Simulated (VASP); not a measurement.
# Ga16As11P5 (P1) in VASP: further runs

The runs below take Ga16As11P5 through relaxation of volume and atoms at fixed shape, single point, with PBEsol.

Program: VASP 6.6.1. These are calculated values, not measurements. Logs are shortened: lines on timing, memory, paths and dates and some standing lists are left out, and cuts for length are marked.

**1. The cell of the first run**

The typed cell holds 64 atoms: a = 11.183 Å, b = 11.183 Å, c = 11.183 Å, α = 90.00°, β = 90.00°, γ = 90.00°.

**2. Relaxation of volume and atoms at fixed shape, PBEsol**

Input file INCAR:

```
SYSTEM = Ga16As11P5
PREC     = Accurate       ! precision mode
ENCUT    = 500            ! plane-wave cutoff, eV
EDIFF    = 1E-7           ! SCF threshold, eV
ISMEAR   = -1             ! smearing method
SIGMA    = 0.05           ! smearing width, eV
LREAL    = Auto         
LASPH    = .True.         ! aspherical terms in the spheres
NELM     = 120            ! most SCF steps
ALGO     = Normal         ! electronic algorithm
ISIF     = 8              ! what is computed and relaxed
LWAVE    = .False.        ! write WAVECAR
LCHARG   = .False.        ! write CHGCAR
GGA      = PS             ! functional
IBRION   = 2              ! ionic algorithm
NSW      = 100            ! ionic steps
EDIFFG   = -0.03          ! ionic threshold
ISYM     = -1           
GGA_COMPAT= .False.      
NELMIN   = 4            
KPAR     = 1
```

Input file KPOINTS:

```
explicit points
1
Reciprocal
  0.25000000   0.25000000   0.25000000 1
```

Input file POSCAR:

```
Ga16As11P5
1.0
   11.1826620000      0.0000000000      0.0000000000
    0.0000000000     11.1826620000      0.0000000000
    0.0000000000      0.0000000000     11.1826620000
Ga As P
32 22 10
Direct
    0.0019280000      0.9990410000      0.9993390000
    0.9982180000      0.9985260000      0.4995390000
    0.9993740000      0.4987440000      0.0038590000
    0.9968980000      0.4996360000      0.4987350000
    0.5005530000      0.9961020000      0.0006120000
    0.5007780000      0.9997390000      0.5001340000
    0.4980610000      0.4999970000      0.9976690000
    0.4989030000      0.5003710000      0.4994450000
    0.2545210000      0.2502080000      0.9993040000
    0.2497760000      0.2506980000      0.4978630000
    0.2518830000      0.7499700000      0.0014040000
    0.2522980000      0.7509930000      0.5011950000
    0.7486350000      0.2505760000      0.0021160000
    0.7512790000      0.2477410000      0.5033120000
    0.7502100000      0.7491230000      0.0012020000
    0.7504440000      0.7496000000      0.5047810000
    0.2510130000      0.0035100000      0.2474710000
    0.2516180000      0.9997770000      0.7527330000
    0.2535390000      0.5005830000      0.2506160000
    0.2493360000      0.5000340000      0.7509740000
    0.7452570000      0.9978190000      0.2473840000
    0.7496510000      0.9996240000      0.7501810000
    0.7499380000      0.4984820000      0.2527040000
    0.7480870000      0.5013970000      0.7503530000
    0.0013170000      0.2528880000      0.2484050000
    0.9962110000      0.2512250000      0.7488660000
    0.0001030000      0.7527990000      0.2488000000
    0.0009420000      0.7500760000      0.7485020000
    0.4999390000      0.2496730000      0.2531830000
    0.5020170000      0.2481250000      0.7485310000
    0.4983370000      0.7534480000      0.2470600000
    0.5022160000      0.7508200000      0.7542850000
    0.1245980000      0.1233680000      0.1238950000
    0.1261880000      0.1236850000      0.6288080000
    0.6243030000      0.1242130000      0.1257620000
    0.6246580000      0.1253050000      0.6202550000
    0.6260960000      0.6225420000      0.1269240000
    0.6268820000      0.6227650000      0.6240260000
    0.3762880000      0.3748790000      0.6261140000
    0.3727000000      0.8764060000      0.1192660000
    0.3763000000      0.8744170000      0.6239570000
    0.8741340000      0.3742480000      0.6268880000
    0.8742020000      0.8750700000      0.6226690000
    0.3770700000      0.1230230000      0.3749040000
    0.3775200000      0.1234100000      0.8758710000
    0.3739070000      0.6253130000      0.8751390000
    0.8757270000      0.1256590000      0.3738190000
    0.8729840000      0.6260090000      0.3733630000
    0.8758030000      0.6252340000      0.8758140000
    0.1244150000      0.3761790000      0.8760620000
    0.1242720000      0.8762610000      0.8755720000
    0.6249690000      0.3739080000      0.3780600000
    0.6280440000      0.3742180000      0.8782290000
    0.6270620000      0.8759830000      0.8752370000
    0.1253100000      0.6267150000      0.1220670000
    0.1250540000      0.6231910000      0.6277000000
    0.3731250000      0.3759180000      0.1255700000
    0.8749870000      0.3748410000      0.1249520000
    0.8737460000      0.8758960000      0.1245720000
    0.3727410000      0.6281510000      0.3706700000
    0.8761460000      0.1233280000      0.8749050000
    0.1258200000      0.3755530000      0.3746000000
    0.1240210000      0.8757870000      0.3764250000
    0.6228780000      0.8737430000      0.3783400000
```

Potentials or basis: VASP PAW PBE potentials, release 64 (Ga_d, As, P).

On the command line:

```sh
$ cat potpaw_PBE.64/Ga_d/POTCAR potpaw_PBE.64/As/POTCAR potpaw_PBE.64/P/POTCAR > POTCAR
$ mpirun -np 4 vasp_std > vasp.out
```

OUTCAR:

```text
SYSTEM = Ga16As11P5
   PREC = Accurate
   ENCUT = 500
   EDIFF = 1E-7
   ISMEAR = -1
   LREAL = Auto
   LASPH = .True.
   NELM = 120
   ISIF = 8
   GGA = PS
   IBRION = 2
   NSW = 100
   EDIFFG = -0.03
   ISYM = -1
   NELMIN = 4

 ion  position               nearest neighbor table
   1  0.002  0.999  0.999-  51 2.38  33 2.40  61 2.42  59 2.43
   2  0.998  0.999  0.500-  43 2.39  63 2.40  47 2.42  34 2.47
   3  0.999  0.499  0.004-  58 2.39  55 2.40  50 2.42  49 2.44
   4  0.997  0.500  0.499-  48 2.43  42 2.43  62 2.44  56 2.46
   5  0.501  0.996  0.001-  40 2.37  54 2.40  45 2.42  35 2.43
   6  0.501  1.000  0.500-  36 2.39  64 2.39  44 2.40  41 2.41
[... 56 lines left out ...]
  63  0.124  0.876  0.376-   2 2.40  27 2.42  12 2.44  17 2.48
  64  0.623  0.874  0.378-   6 2.39  31 2.43  21 2.44  16 2.44

IMPORTANT INFORMATION: All symmetrisations will be switched off!
NOSYMM: (Re-)initialisation of all symmetry stuff for point group C_1.

----------------------------------------------------------------------------------------

                                     Primitive cell

  volume of cell :    1398.4135

  direct lattice vectors                    reciprocal lattice vectors
    11.182662000  0.000000000  0.000000000     0.089424146  0.000000000  0.000000000
     0.000000000 11.182662000  0.000000000     0.000000000  0.089424146  0.000000000
     0.000000000  0.000000000 11.182662000     0.000000000  0.000000000  0.089424146

  length of vectors
    11.182662000 11.182662000 11.182662000     0.089424146  0.089424146  0.089424146

  position of ions in fractional coordinates (direct lattice)
     0.001928000  0.999041000  0.999339000
     0.998218000  0.998526000  0.499539000
     0.999374000  0.498744000  0.003859000
     0.996898000  0.499636000  0.498735000
     0.500553000  0.996102000  0.000612000
     0.500778000  0.999739000  0.500134000
[... 56 lines left out ...]
     0.124021000  0.875787000  0.376425000
     0.622878000  0.873743000  0.378340000

  ion indices of the primitive-cell ions
   primitive index   ion index
                 1           1
                 2           2
                 3           3
                 4           4
                 5           5
                 6           6
[... 56 lines left out ...]
                63          63
                64          64

----------------------------------------------------------------------------------------

 KPOINTS: explicit points

Read explicit list of k-points.

 Found      1 k-points:

 Following reciprocal coordinates:
            Coordinates               Weight
  0.250000  0.250000  0.250000      1.000000
   k-points           NKPTS =      1   k-points in BZ     NKDIM =      1   number of bands    NBANDS=    348
   number of dos      NEDOS =    301   number of ions     NIONS =     64
   total plane-waves  NPLWV = 592704
   dimension x,y,z NGX =    84 NGY =   84 NGZ =   84
   dimension x,y,z NGXF=   168 NGYF=  168 NGZF=  168
   ions per type =              32  22  10
   NGX,Y,Z   is equivalent  to a cutoff of  12.49, 12.49, 12.49 a.u.
   NGXF,Y,Z  is equivalent  to a cutoff of  24.98, 24.98, 24.98 a.u.
 SYSTEM =  Ga16As11P5
   PREC   = accura    normal or accurate (medium, high low for compatibility)
   ISTART =      0    job   : 0-new  1-cont  2-samecut
   ICHARG =      2    charge: 1-file 2-atom 10-const
   ISPIN  =      1    spin polarized calculation?
   LNONCOLLINEAR =      F non collinear calculations
   LSORBIT =      F    spin-orbit coupling
   LASPH  =      T    aspherical Exc in radial PAW
   ENCUT  =  500.0 eV  36.75 Ry    6.06 a.u.  20.39 20.39 20.39*2*pi/ulx,y,z
   NELM   =    120;   NELMIN=  4; NELMDL= -5     # of ELM steps
   EDIFF  = 0.1E-06   stopping-criterion for ELM
   LREAL  =      T    real-space projection
   EDIFFG = -.3E-01   stopping-criterion for IOM
   NSW    =    100    number of steps for IOM
   IBRION =      2    ionic relax: 0-MD 1-quasi-New 2-CG
   NFREE  =      1    steps in history (QN), initial steepest desc. (CG)
[... 24 lines left out ...]
   LRPA    =     F    only Hartree local field effects (RPA)
 conjugate gradient relaxation of ions
 non-spin polarized calculation
  energy-cutoff  :      500.00
  volume of cell :     1398.41
 maximum number of plane-waves:     35544
 NGX is ok and might be reduce to    84
   NGX = 41   NGY = 41   NGZ = 41

--------------------------------------- Ionic step        1  -------------------------------------------

 number of electron     576.0000010 magnetization

 Free energy of the ion-electron system (eV)
  ---------------------------------------------------
  ext. energy  EPLUGINS =         0.00000000
  ---------------------------------------------------
  free energy    TOTEN  =      -297.84253668 eV

  energy without entropy =     -297.84253481  energy(sigma->0) =     -297.84253575

------------------------ aborting loop because EDIFF is reached ----------------------------------------

  FORCE on cell =-STRESS in cart. coord.  units (eV):
  Direction    XX          YY          ZZ          XY          YZ          ZX
  --------------------------------------------------------------------------------------
  -------------------------------------------------------------------------------------
  Total        1.7499575      1.9933317      1.5255812     -5.8110339     -7.2896493     -6.2766141
  in kB        2.0049451      2.2837815      1.7478748     -6.6577640     -8.3518296     -7.1911843
  external PRESSURE =       2.0122004 kB  Pullay stress =       0.0000000 kB
[... 275 lines left out ...]
  FREE ENERGIE OF THE ION-ELECTRON SYSTEM (eV)
  ---------------------------------------------------
  free  energy   TOTEN  =      -298.6530537479 eV

  energy  without entropy=     -298.6530511469  energy(sigma->0) =     -298.65305245

[... ionic steps 4 to 9 ...]

--------------------------------------- Ionic step       10  -------------------------------------------

 number of electron     575.9999981 magnetization

------------------------ aborting loop because EDIFF is reached ----------------------------------------

  FORCE on cell =-STRESS in cart. coord.  units (eV):
  Direction    XX          YY          ZZ          XY          YZ          ZX
  --------------------------------------------------------------------------------------
  -------------------------------------------------------------------------------------
  Total        0.1201527      0.0764281      0.0577132     -6.7407952     -6.7161125     -6.7231660
  in kB        0.1377499      0.0876216      0.0661657     -7.7280342     -7.6997366     -7.7078231
  external PRESSURE =       0.0971790 kB  Pullay stress =       0.0000000 kB
[... 181 lines left out ...]
  energy  without entropy=     -298.8797386196  energy(sigma->0) =     -298.87973979

--------------------------------------- Ionic step       12  -------------------------------------------

 number of electron     575.9999977 magnetization

 Free energy of the ion-electron system (eV)
  ---------------------------------------------------
  ext. energy  EPLUGINS =         0.00000000
  ---------------------------------------------------
  free energy    TOTEN  =      -298.88104526 eV

  energy without entropy =     -298.88104291  energy(sigma->0) =     -298.88104409

 E-fermi :   4.5548     XC(G=0):  -9.8496

 val. band max:        3.8204015333   @ k =   0.2500   0.2500   0.2500
 cond. band min:       5.2591978722   @ k =   0.2500   0.2500   0.2500
 fundamental gap:      1.4387963389
 Fermi energy:         4.5547937342

 k-point     1 :       0.2500    0.2500    0.2500
  band No.  band energies     occupation
      1     -10.8212      2.00000
      2     -10.8109      2.00000
      3     -10.8072      2.00000
      4     -10.7992      2.00000
      5     -10.7959      2.00000
      6     -10.7946      2.00000
[... 292 lines left out ...]
    299       6.2234      0.00000
    300       6.4161      0.00000
 [bands above 300 left out]

------------------------ aborting loop because EDIFF is reached ----------------------------------------

  FORCE on cell =-STRESS in cart. coord.  units (eV):
  Direction    XX          YY          ZZ          XY          YZ          ZX
  --------------------------------------------------------------------------------------
  -------------------------------------------------------------------------------------
  Total       -0.0224285     -0.0624004     -0.0842800     -6.7308401     -6.7552192     -6.6922920
  in kB       -0.0257071     -0.0715220     -0.0966000     -7.7147492     -7.7426920     -7.6705662
  external PRESSURE =      -0.0646097 kB  Pullay stress =       0.0000000 kB
[... 79 lines left out ...]
  FREE ENERGIE OF THE ION-ELECTRON SYSTEM (eV)
  ---------------------------------------------------
  free  energy   TOTEN  =      -298.8810452627 eV

  energy  without entropy=     -298.8810429095  energy(sigma->0) =     -298.88104409

 reached required accuracy - stopping structural energy minimisation
```

It took 45 min on 4 MPI ranks of Intel Xeon Platinum 8259CL at 2.50GHz (Skylake/Cascade Lake), shared host; peak memory 0.54 GiB.

What came out:

* Free energy: -298.8810 eV
* Relaxed volume: 21.84 Å³/atom
* Relaxed cell: a = 11.181 Å, b = 11.181 Å, c = 11.181 Å, α = 90.00°, β = 90.00°, γ = 90.00°
* Space group after relaxing (to 0.1 Å): P1 (No. 1)
* Energy gained by relaxing: 16.2 meV/atom
* Ionic steps: 12
* Pressure after relaxing: 0.0 GPa
* Largest force after relaxing: 0.030 eV/Å
* Band gap on the k mesh: 1.44 eV

Forces in eV/Å, atoms in the order of the input:
```
Ga   0.005  0.000  0.005
Ga   0.003 -0.005 -0.002
Ga  -0.003  0.008 -0.004
Ga   0.001 -0.009  0.009
Ga  -0.017  0.002 -0.003
Ga   0.011  0.009  0.000
Ga   0.002  0.001  0.001
Ga   0.025 -0.008  0.012
Ga   0.002 -0.002  0.006
Ga  -0.002 -0.005 -0.003
Ga   0.004  0.009  0.007
Ga  -0.003  0.004  0.002
Ga   0.005  0.009 -0.008
Ga  -0.007  0.012 -0.004
Ga  -0.005  0.011 -0.013
Ga  -0.005  0.004  0.000
Ga   0.007 -0.010  0.000
Ga  -0.005  0.004  0.001
Ga   0.003 -0.015 -0.006
Ga   0.007  0.011 -0.009
Ga   0.011 -0.003  0.003
Ga  -0.005  0.002  0.006
Ga   0.003 -0.001 -0.012
Ga   0.005  0.006 -0.014
Ga  -0.008 -0.006  0.008
Ga  -0.002 -0.009 -0.005
Ga  -0.001 -0.008 -0.003
Ga  -0.001 -0.008  0.004
Ga  -0.003 -0.001 -0.004
Ga  -0.017 -0.008  0.007
Ga   0.012 -0.002  0.006
Ga  -0.005 -0.003  0.003
As   0.004 -0.001  0.006
As   0.004 -0.001  0.003
As   0.009  0.003 -0.004
As  -0.004  0.004  0.014
As   0.004  0.006 -0.007
As  -0.003  0.007  0.001
As   0.007  0.000 -0.002
As   0.009 -0.010  0.009
As   0.000  0.006 -0.003
As  -0.002 -0.005  0.003
As  -0.009 -0.002  0.004
As   0.004 -0.003 -0.002
As  -0.011 -0.003 -0.001
As   0.007  0.006  0.003
As  -0.010  0.000  0.012
As  -0.003 -0.008  0.010
As  -0.009  0.001  0.000
As   0.004  0.000  0.000
As   0.004  0.004 -0.003
As  -0.002  0.002 -0.013
As  -0.004  0.005 -0.006
As  -0.017  0.009 -0.007
P    0.003 -0.002 -0.010
P    0.004  0.004  0.003
P    0.000 -0.003 -0.009
P    0.005 -0.003 -0.011
P   -0.004  0.003  0.001
P    0.005 -0.010  0.007
P    0.001  0.003  0.003
P   -0.002 -0.002  0.006
P   -0.006 -0.009  0.004
P   -0.003  0.013 -0.002
```

The path:
| step | energy change (eV) | largest force (eV/Å) | pressure (GPa) | volume (Å³) |
| --- | --- | --- | --- | --- |
| 1 | 0.0000 | 1.1304 | 0.20 | 1398.41 |
| 2 | -0.7122 | 0.5242 | -0.25 | 1403.97 |
| 3 | -0.8105 | 0.4769 | -0.43 | 1406.98 |
| 4 | -0.9548 | 0.3251 | 0.18 | 1394.84 |
| 5 | -0.9716 | 0.2458 | 0.49 | 1388.87 |
| 6 | -1.0180 | 0.1664 | -0.12 | 1400.11 |
| 7 | -1.0181 | 0.1671 | -0.14 | 1400.32 |
| 8 | -1.0318 | 0.0625 | -0.03 | 1398.19 |
| 9 | -1.0333 | 0.0741 | 0.02 | 1397.17 |
| 10 | -1.0367 | 0.0337 | 0.01 | 1397.50 |
| 11 | -1.0372 | 0.0499 | 0.00 | 1397.69 |
| 12 | -1.0385 | 0.0295 | -0.01 | 1397.84 |

Final structure:
```
Ga As P
1.0
    11.18114    0.00000    0.00000
     0.00000   11.18114    0.00000
     0.00000    0.00000   11.18114
Ga As P
32 22 10
Cartesian
  11.1053 0.0028 0.0091
  0.0445 11.1395 5.5389
  0.0099 5.5946 0.0933
  0.0740 5.6013 5.5769
  5.5969 11.1751 0.0140
  5.6248 11.1413 5.5449
  5.5503 5.5532 0.0487
  5.5335 5.6410 5.5373
  2.8346 2.8381 0.0455
  2.7491 2.8364 5.5478
  2.7455 8.3362 0.0483
  2.7551 8.3431 5.5413
  8.4721 2.7899 0.0258
  8.3986 2.7871 5.5840
  8.4361 8.4109 0.0559
  8.3599 8.4142 5.5506
  2.7451 11.1474 2.8319
  2.7975 11.1808 8.3886
  2.7900 5.6117 2.8008
  2.7414 5.6262 8.3473
  8.3838 11.1045 2.7982
  8.4437 0.0362 8.4266
  8.4286 5.5539 2.7673
  8.3887 5.5975 8.3976
  0.0118 2.8782 2.7961
  11.1500 2.7554 8.4414
  0.0435 8.4259 2.7592
  0.0416 8.3372 8.3332
  5.5525 2.8318 2.7601
  5.5982 2.8053 8.3697
  5.5784 8.3768 2.8684
  5.5934 8.3845 8.4024
  1.3792 1.4078 1.4030
  1.3829 1.3989 6.9782
  7.0077 1.3968 1.4111
  7.0021 1.3770 6.9828
  6.9861 6.9839 1.4221
  6.9772 6.9904 6.9675
  4.1676 4.2156 6.9651
  4.1745 9.7630 1.4239
  4.1807 9.7567 6.9568
  9.8113 4.1967 6.9887
  9.8006 9.7797 6.9725
  4.1786 1.3987 4.1814
  4.2010 1.4105 9.7940
  4.1662 6.9693 9.7978
  9.8026 1.3870 4.1599
  9.8145 7.0029 4.1677
  9.8157 6.9865 9.8083
  1.3877 4.2051 9.8097
  1.3711 9.7699 9.7969
  6.9782 4.2017 4.1832
  7.0027 4.1777 9.8170
  7.0225 9.7856 9.8021
  1.3924 6.9805 1.4360
  1.4069 6.9864 6.9478
  4.1662 4.2192 1.4310
  9.8043 4.1961 1.4070
  9.7978 9.7839 1.4161
  4.1542 6.9955 4.1755
  9.7856 1.3970 9.8128
  1.4089 4.2289 4.1692
  1.3997 9.7504 4.1813
  6.9868 9.7631 4.1775
```

Levels at points of the mesh, in eV from the valence-band top:
```csv
k point,band 284,band 285,band 286,band 287,band 288,band 289,band 290,band 291,band 292,band 293
"(0.25, 0.25, 0.25)",-0.52,-0.49,-0.43,-0.01,0.00,1.44,1.82,1.85,1.86,1.97
```

Caveat: the PAW data sets were made with another functional, which shifts forces and pressure a little; a shifted mesh leaves out Γ, where band edges can lie. A k mesh can miss the band edges.

(Continued in part 2 of 2.)
